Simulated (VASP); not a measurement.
A run of VASP 6.6.1:

INCAR

```
PREC     = Accurate       # precision mode
ENCUT    = 520            # plane-wave cutoff, eV
EDIFF    = 1E-6           # SCF threshold, eV
ISMEAR   = -1             # smearing method
SIGMA    = 0.02           # smearing width, eV
LREAL    = F              # projectors in reciprocal space
LASPH    = T              # aspherical terms in the spheres
NELM     = 60             # most SCF steps
ALGO     = Normal         # electronic algorithm
ISIF     = 2              # what is computed and relaxed
LWAVE    = F              # write WAVECAR
LCHARG   = F              # write CHGCAR
GGA      = PE             # functional
NBANDS   = 28             # bands
```

Contents of KPOINTS:

```
regular mesh
0
Gamma
  12 12 4
```

Contents of POSCAR:

```
La2O3
1.0
    3.9350929413      0.0000000000      0.0000000000
   -1.9675464707      3.4078904534      0.0000000000
    0.0000000000      0.0000000000      6.1262268541
La O
2 3
Direct
    0.3333333333      0.6666666667      0.2461581727
    0.6666666667      0.3333333333      0.7538418273
    0.0000000000      0.0000000000      0.0000000000
    0.3333333333      0.6666666667      0.6461107659
    0.6666666667      0.3333333333      0.3538892341
```

Potentials or basis: VASP PAW PBE potentials, release 64 (La, O).

Command:

```console
$ cat potpaw_PBE.64/La/POTCAR potpaw_PBE.64/O/POTCAR > POTCAR
$ mpirun -np 1 vasp_std > vasp.out
```

Hardware: 1 thread of Intel(R) Xeon(R) Platinum 8259CL CPU @ 2.50GHz (Skylake/Cascade Lake), on a shared host.

**Question.** How long does it take, and how much memory?

**Answer.** Wall time 3.1 min on 1 thread of Intel(R) Xeon(R) Platinum 8259CL CPU @ 2.50GHz (Skylake/Cascade Lake), on a shared host, peak memory 0.3 GiB. Counts: scf iterations 16, k points 69.
